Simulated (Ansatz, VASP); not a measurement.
**Rh: VASP beside Ansatz**

```
Rh
1.0
     0.00000    1.90067    1.90067
     1.90067    0.00000    1.90067
     1.90067    1.90067    0.00000
Rh
1
Direct
  0.00000 0.00000 0.00000
```

Alike in both runs: functional r2SCAN; k mesh 17 × 17 × 17; occupations fermi-dirac, width 0.1 eV; no spin polarisation.

Ansatz relaxed the structure, and its values are those at the end. VASP's run is a single point on that final structure, the one shown.

|  | VASP | Ansatz |
| --- | --- | --- |
| version | VASP 6.6.1 | Ansatz 0.2.0 |
| potentials or method | VASP PAW PBE potentials, release 64 (Rh_sv_GW) | PAW with Ansatz's default frozen-core files, scalar-relativistic |
| plane-wave cutoff (eV) | 680 | 500 |
| valence electrons in the cell | 17 | 17 |

|  | VASP | Ansatz | Ansatz less VASP |
| --- | --- | --- | --- |
| pressure (GPa) | 0.1 | 0.0 | -0.06 |

VASP's potentials were made for PBE, not for r2SCAN.
